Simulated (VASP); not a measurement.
Input of a VASP 6.6.1 run:

Contents of INCAR:

```
  PREC = Accurate
  ENCUT = 520
  EDIFF = 1E-6
  ISMEAR = 0
  SIGMA = 0.1
  LREAL = False
  LASPH = True
  NELM = 100
  ALGO = Normal
  ISIF = 2
  LWAVE = False
  LCHARG = False
  LDIPOL = True
  IDIPOL = 3
  DIPOL = 0.5 0.5 0.500
  GGA = PE
  NBANDS = 17
```

Contents of KPOINTS:

```
Automatic mesh
0
Gamma
  4 4 1
```

The input POSCAR:

```
Sr
1.0
    4.3025330000      0.0000000000      0.0000000000
    0.0000000000      4.3025330000      0.0000000000
    0.0000000000      0.0000000000     18.0000000000
Sr
2
Direct
    0.5000000000      0.0000000000      0.4154902800
    0.0000000000      0.5000000000      0.5845097200
```

Potentials or basis: VASP PAW PBE potentials, release 64 (Sr_sv).

Launch:

```bash
$ cat potpaw_PBE.64/Sr_sv/POTCAR > POTCAR
$ mpirun -np 1 vasp_std > vasp.out
```

What does it give for the band gap on the k mesh?

0.46 eV, indirect (least direct gap 0.65 eV).

Estimate the largest force.

0.177 eV/Å.

Forces on the atoms (eV/Å):
```
Sr   0.000  0.000  0.177
Sr   0.000  0.000 -0.177
```
